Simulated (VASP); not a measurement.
Write the native input for VASP 6.6.1 that does the following.

| Quantity | Value |
| --- | --- |
| Task | single point |
| Functional | PBE |
| Potentials or basis | VASP PAW PBE potentials, release 64 (Ba_sv, Zr_sv, O) |
| Cutoff | 520 eV |
| k mesh | 6 × 6 × 6 |
| Occupations | gaussian, width 0.05 eV |
| Spin | no spin polarisation |
| Dipole correction | no |
| Further INCAR settings | ALGO = Normal; EDIFF = 1e-06; NBANDS = 28 |

The structure of BaZrO3 lies in POSCAR:

```
BaZrO3
1.0
    4.1815000000      0.0000000000      0.0000000000
    0.0000000000      4.1815000000      0.0000000000
    0.0000000000      0.0000000000      4.1815000000
Ba Zr O
1 1 3
Direct
    0.5000000000      0.4619516858      0.4619516858
    0.0000000000      0.0000000000      0.0000000000
    0.5000000000      0.0000000000      0.0000000000
    0.0000000000      0.5000000000      0.0000000000
    0.0000000000      0.0000000000      0.5000000000
```

This cell differs from its parent crystal: all Ba atoms moved +0.225 Å, as atom 1 towards its neighbour atom 3 (O) at 2.957 Å.

These files were run (other wordings do the same):

INCAR

```
PREC     = Accurate       # precision mode
ENCUT    = 520            # plane-wave cutoff, eV
EDIFF    = 1E-6           # SCF threshold, eV
ISMEAR   = 0              # smearing method
SIGMA    = 0.05           # smearing width, eV
LREAL    = F              # projectors in reciprocal space
LASPH    = T              # aspherical terms in the spheres
NELM     = 60             # most SCF steps
ALGO     = Normal         # electronic algorithm
ISIF     = 2              # what is computed and relaxed
LWAVE    = F              # write WAVECAR
LCHARG   = F              # write CHGCAR
GGA      = PE             # functional
NBANDS   = 28             # bands
```

KPOINTS

```
regular mesh
0
Gamma
  6 6 6
```

Potentials or basis: VASP PAW PBE potentials, release 64 (Ba_sv, Zr_sv, O).

Command:

```console
$ cat potpaw_PBE.64/Ba_sv/POTCAR potpaw_PBE.64/Zr_sv/POTCAR potpaw_PBE.64/O/POTCAR > POTCAR
$ mpirun -np 1 vasp_std > vasp.out
```

It gave:

```
Pressure               : 7.3 GPa
Largest force          : 1.020 eV/Å
Band gap on the k mesh : 3.16 eV (least direct gap 3.37 eV)
```

Caveat: the cell differs from its parent crystal (all Ba atoms moved +0.225 Å, as atom 1 towards its neighbour atom 3 (O) at 2.957 Å); the cell stands under pressure; spin-orbit coupling is left out, which moves the levels of the heavy elements; forces of over 1 eV/Å act on the atoms, so gaps and moduli don't describe the material at rest.

It took 38 s on 1 thread of AMD EPYC 9R45 96-Core Processor (Zen 5), on a shared host, peak memory 0.22 GiB.
